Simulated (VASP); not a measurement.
# As (Im-3m) in VASP: further runs

The runs below take As through single point, relaxation of cell and atoms, with LDA.

Everything below comes from runs of VASP 6.6.1. Logs are shortened: lines on timing, memory, paths and dates and some standing lists are left out, and cuts for length are marked.

**1. The cell of the first run**

The structure is cubic, space group Im-3m (No. 229). Conventional cell: a = 3.292 Å, b = 3.292 Å, c = 3.292 Å, α = 90.00°, β = 90.00°, γ = 90.00°. Within 3.8 Å of As (site symmetry m-3m) lie 14 As at 2.85 to 3.29 Å.

**2. Single point, LDA**

INCAR reads:

```
SYSTEM = As
PREC = Accurate ; ENCUT = 520
EDIFF = 1E-6 ; ISMEAR = 1
SIGMA = 0.1 ; LREAL = .FALSE.
LASPH = .TRUE. ; NELM = 100
ALGO = Normal ; ISIF = 2
LWAVE = .FALSE. ; LCHARG = .FALSE.
GGA = CA ; NBANDS = 8
```

KPOINTS reads:

```
regular mesh
0
G
  9 9 9
  0 0 0
```

POSCAR reads:

```
As
1.0
   -1.6461139385      1.6461139385      1.6461139385
    1.6461139385     -1.6461139385      1.6461139385
    1.6461139385      1.6461139385     -1.6461139385
As
1
Direct
    0.0000000000      0.0000000000      0.0000000000
```

Potentials or basis: VASP PAW LDA potentials, release 64 (As).

Launch:

```
$ cat potpaw_LDA.64/As/POTCAR > POTCAR
$ mpirun -np 1 vasp_std > vasp.out
```

OUTCAR:

```text
SYSTEM = As
   PREC = Accurate
   ENCUT = 520
   EDIFF = 1E-6
   ISMEAR = 1
   LREAL = .FALSE.
   LASPH = .TRUE.
   NELM = 100
   ISIF = 2
   GGA = CA

 ion  position               nearest neighbor table
   1  0.000  0.000  0.000-

  LATTYP: Found a body centered cubic cell.
 ALAT       =     3.2922278770

  Lattice vectors:

 A1 = (  -1.6461139385,   1.6461139385,   1.6461139385)
 A2 = (   1.6461139385,  -1.6461139385,   1.6461139385)
 A3 = (   1.6461139385,   1.6461139385,  -1.6461139385)

Analysis of symmetry for initial positions (statically):
=====================================================================
 Subroutine PRICEL returns:
 Original cell was already a primitive cell.

 Routine SETGRP: Setting up the symmetry group for a
 body centered cubic supercell.

 Subroutine GETGRP returns: Found 48 space group operations
[... 9 lines left out ...]

 Routine SETGRP: Setting up the symmetry group for a
 body centered cubic supercell.

 Subroutine GETGRP returns: Found 48 space group operations
[... 11 lines left out ...]
                                     Primitive cell

  volume of cell :      17.8418

  direct lattice vectors                    reciprocal lattice vectors
    -1.646113939  1.646113939  1.646113939     0.000000000  0.303745681  0.303745681
     1.646113939 -1.646113939  1.646113939     0.303745681  0.000000000  0.303745681
     1.646113939  1.646113939 -1.646113939     0.303745681  0.303745681  0.000000000

  length of vectors
     2.851152977  2.851152977  2.851152977     0.429561262  0.429561262  0.429561262

  position of ions in fractional coordinates (direct lattice)
     0.000000000  0.000000000  0.000000000

  ion indices of the primitive-cell ions
   primitive index   ion index
                 1           1

----------------------------------------------------------------------------------------

 KPOINTS: regular mesh

Automatic generation of k-mesh.
 Grid dimensions read from file:
 generate k-points for:    9    9    9

 Generating k-lattice:

  Cartesian coordinates                     Fractional coordinates (reciprocal lattice)
     0.000000000  0.033749520  0.033749520     0.111111111  0.000000000  0.000000000
     0.033749520  0.000000000  0.033749520     0.000000000  0.111111111  0.000000000
     0.033749520  0.033749520  0.000000000     0.000000000  0.000000000  0.111111111

  Length of vectors
     0.047729029  0.047729029  0.047729029

  Shift w.r.t. Gamma in fractional coordinates (k-lattice)
     0.000000000  0.000000000  0.000000000

 Subroutine IBZKPT returns following result:
 ===========================================

 Found     35 irreducible k-points:

 Following reciprocal coordinates:
            Coordinates               Weight
  0.000000  0.000000  0.000000      1.000000
  0.111111  0.000000  0.000000     12.000000
  0.222222  0.000000  0.000000     12.000000
  0.333333  0.000000  0.000000     12.000000
  0.444444  0.000000  0.000000     12.000000
  0.111111  0.111111  0.000000     24.000000
[... 16 lines left out ...]
 -0.333333  0.444444  0.111111     48.000000
 -0.444444 -0.444444  0.111111     24.000000
 [... further k-points ...]
   k-points           NKPTS =     35   k-points in BZ     NKDIM =     35   number of bands    NBANDS=      8
   number of dos      NEDOS =    301   number of ions     NIONS =      1
   total plane-waves  NPLWV =  13824
   dimension x,y,z NGX =    24 NGY =   24 NGZ =   24
   dimension x,y,z NGXF=    48 NGYF=   48 NGZF=   48
   ions per type =               1
   NGX,Y,Z   is equivalent  to a cutoff of  13.99, 13.99, 13.99 a.u.
   NGXF,Y,Z  is equivalent  to a cutoff of  27.99, 27.99, 27.99 a.u.
 SYSTEM =  As
   PREC   = accura    normal or accurate (medium, high low for compatibility)
   ISTART =      0    job   : 0-new  1-cont  2-samecut
   ICHARG =      2    charge: 1-file 2-atom 10-const
   ISPIN  =      1    spin polarized calculation?
   LNONCOLLINEAR =      F non collinear calculations
   LSORBIT =      F    spin-orbit coupling
   LASPH  =      T    aspherical Exc in radial PAW
   ENCUT  =  520.0 eV  38.22 Ry    6.18 a.u.   5.30  5.30  5.30*2*pi/ulx,y,z
   NELM   =    100;   NELMIN=  2; NELMDL= -5     # of ELM steps
   EDIFF  = 0.1E-05   stopping-criterion for ELM
   LREAL  =      F    real-space projection
   EDIFFG = 0.1E-04   stopping-criterion for IOM
   NSW    =      0    number of steps for IOM
   IBRION =     -1    ionic relax: 0-MD 1-quasi-New 2-CG
   NFREE  =      0    steps in history (QN), initial steepest desc. (CG)
   ISIF   =      2    stress and relaxation
   ISYM   =      2    0-nonsym 1-usesym 2-fastsym
   POTIM  = 0.5000    time-step for ionic-motion
   TEBEG  =    0.0;   TEEND  =   0.0 temperature during run
   PSTRESS=    0.0 pullay stress
   NELECT =       5.0000    total number of electrons
   NUPDOWN=      -1.0000    fix difference up-down
   EMIN   =  10.00;   EMAX   =-10.00  energy-range for DOS
   EFERMI =   0.00;   METHOD = LEGACY
   ISMEAR =     1;   SIGMA  =   0.10  broadening in eV -4-tet -1-fermi 0-gaus
   EFERMI_NEDOS =   21; number of points for ismear=-14 and -15
   IALGO  =     38    algorithm
   IMIX   =      4    mixing-type and parameters
     AMIX     =   0.40;   BMIX     =  1.00
     AMIX_MAG =   1.60;   BMIX_MAG =  1.00
  volume/ion in A,a.u.               =      17.84       120.40
  Fermi-wavevector in a.u.,A,eV,Ry     =   1.071318  2.024497 15.615700  1.147722
  Thomas-Fermi vector in A             =   2.207054
   LORBIT       =      0    0 simple, 1 ext, 2 COOP (PROOUT), +10 PAW based schemes
   GGA     = CA    functional components
   LHFCALC =     F    Hartree Fock is set to
   AEXX    =    0.0000 exact exchange contribution
   IVDW    =     0    specifies the selected vdW correction
   LEPSILON=     F    determine dielectric tensor
   LRPA    =     F    only Hartree local field effects (RPA)
 non-spin polarized calculation
 Methfessel and Paxton  Order N= 1 SIGMA  =   0.10
  energy-cutoff  :      520.00
  volume of cell :       17.84
 maximum number of plane-waves:       487
 NGX is ok and might be reduce to    24
   NGX = 11   NGY = 11   NGZ = 11

 number of electron       5.0000001 magnetization

 Free energy of the ion-electron system (eV)
  ---------------------------------------------------
  ext. energy  EPLUGINS =         0.00000000
[... 24 lines left out ...]
  band No.  band energies     occupation
      1      -8.0725      2.00000
      2      11.6010      0.00000
      3      12.7552      0.00000
      4      13.4029      0.00000
      5      19.4220      0.00000
      6      19.4925      0.00000
      7      22.1126      0.00000
      8      22.3708      0.00000

 k-point     3 :       0.2222    0.0000    0.0000
  band No.  band energies     occupation
      1      -7.1076      2.00000
      2       7.7972     -0.00026
      3      11.2613      0.00000
      4      12.8646      0.00000
      5      17.4159      0.00000
      6      17.7536      0.00000
      7      22.4338      0.00000
      8      23.1932      0.00000

 k-point     4 :       0.3333    0.0000    0.0000
  band No.  band energies     occupation
      1      -5.5506      2.00000
      2       3.9860      2.00000
      3      10.0585      0.00000
      4      12.2728      0.00000
      5      16.0340      0.00000
      6      16.5624      0.00000
      7      23.4692      0.00000
      8      24.6574      0.00000

 k-point     5 :       0.4444    0.0000    0.0000
  band No.  band energies     occupation
      1      -3.6963      2.00000
      2       0.9380      2.00000
      3       9.4178     -0.00000
      4      11.9060      0.00000
      5      15.3586      0.00000
      6      15.9565      0.00000
      7      25.2765      0.00000
      8      26.6131      0.00000

 k-point     6 :       0.1111    0.1111    0.0000
  band No.  band energies     occupation
      1      -7.4274      2.00000
      2       9.2215     -0.00000
      3      11.2271      0.00000
      4      12.5632      0.00000
      5      18.4246      0.00000
      6      19.0084      0.00000
      7      21.7179      0.00000
      8      22.6364      0.00000

 k-point     7 :       0.2222    0.1111   -0.0000
  band No.  band energies     occupation
      1      -6.1613      2.00000
      2       5.8727      2.00000
      3       9.2963     -0.00000
      4      11.7336      0.00000
      5      17.2674      0.00000
      6      18.6229      0.00000
      7      21.7828      0.00000
      8      25.2853      0.00000

 k-point     8 :       0.3333    0.1111    0.0000
  band No.  band energies     occupation
      1      -4.3900      2.00000
      2       2.4966      2.00000
      3       8.1914     -0.00000
      4      11.1101      0.00000
      5      16.3979      0.00000
      6      18.3218      0.00000
      7      22.7931      0.00000
      8      27.4839      0.00000

 k-point     9 :       0.4444    0.1111    0.0000
  band No.  band energies     occupation
      1      -3.0439      2.00000
      2       0.5774      2.00000
      3       7.8309     -0.00004
      4      10.8813      0.00000
      5      16.0966      0.00000
      6      18.1723      0.00000
      7      24.4077      0.00000
      8      25.4916      0.00000

 k-point    10 :       0.2222    0.2222    0.0000
  band No.  band energies     occupation
      1      -4.6543      2.00000
      2       3.9841      2.00000
      3       6.4053      2.00000
      4      10.8416      0.00000
      5      17.5818      0.00000
      6      19.3365      0.00000
      7      23.7956      0.00000
      8      24.7328      0.00000
[... 78 lines left out ...]
 k-point    18 :       0.3333    0.2222    0.1111
  band No.  band energies     occupation
      1      -2.2812      2.00000
      2       1.9496      2.00000
      3       4.1967      2.00000
      4       7.2291      2.00073
      5      21.1761      0.00000
      6      23.3390      0.00000
      7      26.1920      0.00000
      8      27.0382      0.00000

 k-point    19 :      -0.2222    0.2222    0.1111
  band No.  band energies     occupation
      1      -6.7866      2.00000
      2       7.9527     -0.00000
      3      10.3345      0.00000
      4      11.3725      0.00000
      5      17.1825      0.00000
      6      19.2785      0.00000
      7      20.3158      0.00000
      8      24.2884      0.00000

 k-point    20 :      -0.3333    0.3333    0.1111
  band No.  band energies     occupation
      1      -5.2364      2.00000
      2       4.2496      2.00000
      3       9.1234     -0.00000
      4      10.8858      0.00000
      5      16.7683      0.00000
      6      18.1097      0.00000
      7      20.2100      0.00000
      8      26.4284      0.00000

 k-point    21 :      -0.2222    0.3333    0.1111
  band No.  band energies     occupation
      1      -5.5320      2.00000
      2       5.8654      2.00000
      3       7.8882     -0.00000
      4      10.9946      0.00000
      5      16.3169      0.00000
      6      18.3732      0.00000
      7      22.6598      0.00000
      8      23.8630      0.00000

 k-point    22 :      -0.4444    0.4444    0.1111
  band No.  band energies     occupation
      1      -3.3984      2.00000
      2       1.2504      2.00000
      3       8.4816     -0.00000
      4      10.5271      0.00000
      5      16.6442      0.00000
      6      17.5083      0.00000
      7      21.4006      0.00000
      8      23.7947      0.00000

 k-point    23 :      -0.3333    0.4444    0.1111
  band No.  band energies     occupation
      1      -3.7890      2.00000
      2       3.0123      2.00000
      3       6.4166      2.00000
      4      10.8841      0.00000
      5      16.4832      0.00000
      6      17.9781      0.00000
      7      21.9199      0.00000
      8      23.6172      0.00000

 k-point    24 :      -0.4444   -0.4444    0.1111
  band No.  band energies     occupation
      1      -2.4916      2.00000
      2       1.2185      2.00000
      3       6.0087      2.00000
      4      10.7991      0.00000
      5      16.5186      0.00000
      6      18.7455      0.00000
      7      20.5011      0.00000
      8      23.0088      0.00000

 [... further k-points ...]

------------------------ aborting loop because EDIFF is reached ----------------------------------------

  FORCE on cell =-STRESS in cart. coord.  units (eV):
  Direction    XX          YY          ZZ          XY          YZ          ZX
  --------------------------------------------------------------------------------------
  -------------------------------------------------------------------------------------
  Total        0.0394851      0.0394851      0.0394851     -0.0000000     -0.0000000      0.0000000
  in kB        3.5457137      3.5457137      3.5457137     -0.0000000     -0.0000000      0.0000000
  external PRESSURE =       3.5457137 kB  Pullay stress =       0.0000000 kB

 VOLUME and BASIS-vectors are now :
 -----------------------------------------------------------------------------
  energy-cutoff  :      520.00
  volume of cell :       17.84
      direct lattice vectors                 reciprocal lattice vectors
    -1.646113939  1.646113939  1.646113939     0.000000000  0.303745681  0.303745681
     1.646113939 -1.646113939  1.646113939     0.303745681  0.000000000  0.303745681
     1.646113939  1.646113939 -1.646113939     0.303745681  0.303745681  0.000000000

 POSITION                                       TOTAL-FORCE (eV/Angst)
 -----------------------------------------------------------------------------------
      0.00000      0.00000      0.00000         0.000000      0.000000      0.000000
 -----------------------------------------------------------------------------------
    total drift:                               -0.000000      0.000000      0.000000

  FREE ENERGIE OF THE ION-ELECTRON SYSTEM (eV)
  ---------------------------------------------------
  free  energy   TOTEN  =        -5.0283725337 eV

  energy  without entropy=       -5.0286893288  energy(sigma->0) =       -5.02847813
```

Wall time 3 s (1 thread of AMD EPYC 9R45 (Zen 5), shared host); peak memory 0.09 GiB.

What came out:

- Free energy: -5.0284 eV
- Pressure: 0.4 GPa

Levels at points of the mesh, in eV from the Fermi level:
```csv
k point,band 1,band 2,band 3,band 4,band 5,band 6,band 7
"(0.00, 0.00, 0.00)",-15.90,6.11,6.11,6.11,13.17,13.17,13.17
```

**3. Single point, LDA**

This run uses another cell than the first one, of 17.66 Å³/atom, 0.990 times its volume.

INCAR reads:

```
SYSTEM = As
  PREC = Accurate
  ENCUT = 520
  EDIFF = 1E-6
  ISMEAR = 1
  SIGMA = 0.1
  LREAL = .False.
  LASPH = .True.
  NELM = 60
  ALGO = Normal
  ISIF = 2
  LWAVE = .False.
  LCHARG = .False.
  NBANDS = 8
```

KPOINTS reads:

```
regular mesh
0
Gamma
  9 9 9
  0 0 0
```

POSCAR reads:

```
As
1.0
   -1.6406084996      1.6406084996      1.6406084996
    1.6406084996     -1.6406084996      1.6406084996
    1.6406084996      1.6406084996     -1.6406084996
As
1
Direct
    0.0000000000      0.0000000000      0.0000000000
```

Potentials or basis: VASP PAW LDA potentials, release 64 (As).

Launch:

```
$ cat potpaw_LDA.64/As/POTCAR > POTCAR
$ mpirun -np 1 vasp_std > vasp.out
```

Run time: 3 s. Hardware: 1 thread of AMD EPYC 9R45 (Zen 5), shared host; peak memory 0.09 GiB.

The run converged. Its results:

| Item | Value |
| --- | --- |
| Free energy | -5.0274 eV |
| Pressure | 1.4 GPa |

Levels at points of the mesh, in eV from the Fermi level:
```csv
k point,band 1,band 2,band 3,band 4,band 5,band 6,band 7
"(0.00, 0.00, 0.00)",-15.99,6.20,6.20,6.20,13.22,13.22,13.22
```

**4. Single point, LDA**

INCAR reads:

```
PREC     = Accurate       # precision mode
ENCUT    = 520            # plane-wave cutoff, eV
EDIFF    = 1E-6           # SCF threshold, eV
ISMEAR   = 1              # smearing method
SIGMA    = 0.1            # smearing width, eV
LREAL    = False          # projectors in reciprocal space
LASPH    = True           # aspherical terms in the spheres
NELM     = 60             # most SCF steps
ALGO     = Normal         # electronic algorithm
ISIF     = 2              # what is computed and relaxed
LWAVE    = False          # write WAVECAR
LCHARG   = True           # write CHGCAR
LELF     = True           # ELF
LVHAR    = True         
NBANDS   = 8              # bands
```

KPOINTS reads:

```
Automatic mesh
0
Gamma
  9 9 9
```

POSCAR reads:

```
As
1.0
   -1.6461139385      1.6461139385      1.6461139385
    1.6461139385     -1.6461139385      1.6461139385
    1.6461139385      1.6461139385     -1.6461139385
As
1
Direct
    0.0000000000      0.0000000000      0.0000000000
```

Launch:

```
$ cat potpaw_LDA.64/As/POTCAR > POTCAR
$ mpirun -np 1 vasp_std > vasp.out
```

Wall time 3.3 s (1 thread of AMD EPYC 9R45 (Zen 5), shared host); peak memory 0.09 GiB.

Results (log left out):

- Free energy: -5.0284 eV
- Pressure: 0.4 GPa

Levels at points of the mesh, in eV from the Fermi level:
```csv
k point,band 1,band 2,band 3,band 4,band 5,band 6,band 7
"(0.00, 0.00, 0.00)",-15.90,6.11,6.11,6.11,13.17,13.17,13.17
```

**5. Single point, LDA**

This run uses another cell than the first one, of 18.02 Å³/atom, 1.010 times its volume.

INCAR reads:

```
PREC = Accurate
ENCUT = 520
EDIFF = 1E-7
ISMEAR = 1
SIGMA = 0.1
LREAL = F
LASPH = T
NELM = 60
ALGO = Normal
ISIF = 2
LWAVE = F
LCHARG = F
NBANDS = 8
```

KPOINTS is that of step 4.

POSCAR reads:

```
As
1.0
   -1.6515827958      1.6515827958      1.6515827958
    1.6515827958     -1.6515827958      1.6515827958
    1.6515827958      1.6515827958     -1.6515827958
As
1
Direct
    0.0000000000      0.0000000000      0.0000000000
```

Launch:

```
$ cat potpaw_LDA.64/As/POTCAR > POTCAR
$ mpirun -np 1 vasp_std > vasp.out
```

It took 3.3 s on 1 thread of AMD EPYC 9R45 (Zen 5), shared host; peak memory 0.09 GiB.

Results (log left out):

```
Free energy : -5.0282 eV
Pressure    : -0.7 GPa
```

Levels at points of the mesh, in eV from the Fermi level:
```csv
k point,band 1,band 2,band 3,band 4,band 5
"(0.00, 0.00, 0.00)",-15.81,6.02,6.02,6.02,13.12
```

**6. Relaxation of cell and atoms, LDA**

This run uses another cell than the first one, of 17.65 Å³/atom, 0.989 times its volume.

INCAR reads:

```
PREC = Accurate
ENCUT = 600
EDIFF = 1E-6
ISMEAR = 1
SIGMA = 0.1
LREAL = False
LASPH = True
NELM = 80
ALGO = Normal
ISIF = 3
LWAVE = False
LCHARG = False
IBRION = 2
NSW = 80
EDIFFG = -0.01
```

KPOINTS is that of step 5.

POSCAR reads:

```
As
1.0
   -1.6403256949      1.6403256949      1.6403256949
    1.6403256949     -1.6403256949      1.6403256949
    1.6403256949      1.6403256949     -1.6403256949
As
1
Direct
    0.0000000000      0.0000000000      0.0000000000
```

Potentials or basis: VASP PAW LDA potentials, release 64 (As).

Launch:

```
$ cat potpaw_LDA.64/As/POTCAR > POTCAR
$ mpirun -np 1 vasp_std > vasp.out
```

Run time: 14 s. Hardware: 1 thread of AMD EPYC 7R13, shared host; peak memory 0.1 GiB.

Results (log left out):

```
Free energy                            : -5.0285 eV
Relaxed volume                         : 17.90 Å³/atom
Relaxed cell                           : a = 2.854 Å, b = 2.854 Å, c = 2.854 Å, α = 109.47°, β = 109.47°, γ = 109.47°
Space group after relaxing (to 0.05 Å) : Im-3m (No. 229)
Energy gained by relaxing              : 1.2 meV/atom
Ionic steps                            : 3
Pressure after relaxing                : 0.0 GPa
```

Step by step:
| step | energy change (eV) | largest force (eV/Å) | pressure (GPa) | volume (Å³) |
| --- | --- | --- | --- | --- |
| 1 | 0.0000 | 0.0000 | 1.50 | 17.65 |
| 2 | -0.0006 | 0.0000 | -1.01 | 18.08 |
| 3 | -0.0012 | 0.0000 | -0.01 | 17.90 |

Final structure:
```
As
1.0
    -1.64802    1.64802    1.64802
     1.64802   -1.64802    1.64802
     1.64802    1.64802   -1.64802
As
1
Direct
  0.00000 0.00000 0.00000
```

Levels at points of the mesh, in eV from the Fermi level:
| k point | band 1 | band 2 | band 3 | band 4 | band 5 | band 6 |
| --- | --- | --- | --- | --- | --- | --- |
| (0.00, 0.00, 0.00) | -15.87 | 6.08 | 6.08 | 6.08 | 13.15 | 13.15 |

**7. Overview**

| task | cell | cutoff (eV) | gap on the mesh (eV) | pressure (GPa) |
| --- | --- | --- | --- | --- |
| single point | a = 2.851 Å, angles 109.5°, 1 atom | 520 | none | 0.4 |
| single point | a = 2.842 Å, angles 109.5°, 1 atom | 520 | none | 1.4 |
| single point | a = 2.861 Å, angles 109.5°, 1 atom | 520 | none | -0.7 |
| relaxation of cell and atoms | relaxed from a = 2.841 Å, angles 109.5°, 1 atom | 600 | none | 0.0 |

Alike in all rows: level LDA; potentials or basis VASP PAW LDA potentials, release 64 (As); no spin polarisation; k mesh 9 × 9 × 9; smearing methfessel-paxton 0.1 eV.

Absolute energies hang on the potentials; compare differences alone.
